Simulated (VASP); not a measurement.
Here is a VASP 6.6.1 calculation.

File INCAR:

```
SYSTEM = AlN
PREC = Accurate ; ENCUT = 520
EDIFF = 1E-6 ; ISMEAR = 0
SIGMA = 0.05 ; LREAL = .False.
LASPH = .True. ; NELM = 60
ALGO = Normal ; ISIF = 2
LWAVE = .False. ; LCHARG = .False.
GGA = PE ; NBANDS = 16
```

The input KPOINTS:

```
regular mesh
0
Gamma
  12 12 6
  0 0 0
```

The input POSCAR:

```
AlN
1.0
    3.1110021516      0.0000000000      0.0000000000
   -1.5555010758      2.6942068945      0.0000000000
    0.0000000000      0.0000000000      4.9780000000
Al N
2 2
Direct
    0.3333333333      0.6666666667     -0.0156428106
    0.6666666667      0.3333333333      0.4843571894
    0.3333333333      0.6666666667      0.4151325834
    0.6666666667      0.3333333333      0.9151325834
```

Potentials or basis: VASP PAW PBE potentials, release 64 (Al, N).

Command:

```bash
$ cat potpaw_PBE.64/Al/POTCAR potpaw_PBE.64/N/POTCAR > POTCAR
$ mpirun -np 1 vasp_std > vasp.out
```

Estimate the largest force.

1.382 eV/Å.

What does it give for the band gap on the k mesh?

3.43 eV, direct.

Forces in eV/Å, atoms in the order of the input:
```
Al   0.000  0.000  1.382
Al   0.000  0.000  1.382
N    0.000  0.000 -1.382
N    0.000  0.000 -1.382
```

Caveat: the cell differs from its parent crystal (mode 7 (584.8 1/cm) frozen in, largest displacement +0.150 Å); forces of over 1 eV/Å act on the atoms, so gaps and moduli don't describe the material at rest. A k mesh can miss the band edges.
